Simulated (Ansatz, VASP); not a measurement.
# Si in VASP and in Ansatz

Contents of INCAR:

```
SYSTEM = Si
  PREC = Accurate
  ENCUT = 520
  EDIFF = 1E-7
  ISMEAR = -1
  SIGMA = 0.05
  LREAL = .FALSE.
  LASPH = .TRUE.
  NELM = 80
  ALGO = Normal
  ISIF = 2
  LWAVE = .FALSE.
  LCHARG = .TRUE.
  GGA = PE
  LELF = .TRUE.
  LVHAR = .TRUE.
  NBANDS = 8
```

KPOINTS

```
regular mesh
0
G
  17 17 17
  0 0 0
```

File POSCAR:

```
Si
1.0
   -1.3350286558      1.3350286558      1.3350286558
    1.3350286558     -1.3350286558      1.3350286558
    1.3350286558      1.3350286558     -1.3350286558
Si
1
Direct
    0.0000000000      0.0000000000      0.0000000000
```

Input for Ansatz:

```yaml
crystal:
  lattice:
    - [-1.3350286558, 1.3350286558, 1.3350286558]
    - [1.3350286558, -1.3350286558, 1.3350286558]
    - [1.3350286558, 1.3350286558, -1.3350286558]
  atoms:
    - { symbol: Si, position: [0.0, 0.0, 0.0] }
kpoints:
  mp_grid: { grid: [17, 17, 17] }
scf:
  occupations: { method: fermi_dirac, width: 0.05 }
hamiltonian:
  xc: pbe
  pseudopotentials: { kind: all_electron, lapw: { basis_error: 0.001 } }
output:
  forces: true
  stress: true
  eigenvalues: true
  populations: true
```

Change from the starting cell: volume scaled by 0.65, LAPW.

Alike in both runs: task single point; functional PBE; k mesh 17 × 17 × 17; occupations fermi-dirac, width 0.05 eV; no spin polarisation.

```csv
,VASP,Ansatz
version,VASP 6.6.1,Ansatz 0.2.0
potentials or method,"VASP PAW PBE potentials, release 64 (Si), cutoff 520 eV","all-electron LAPW, scalar-relativistic"
```

Ansatz gave:

| Quantity | Value |
| --- | --- |
| pressure (GPa) | 99.1 |

Question: Estimate VASP's values.

Answer: Pressure (GPa): 98.6.

Both programs put the cell under a high pressure, so it lies far from rest at this level. Ansatz ran all-electron here, and VASP with PAW potentials.

Noted on VASP's run: the cell as given lies far from equilibrium.
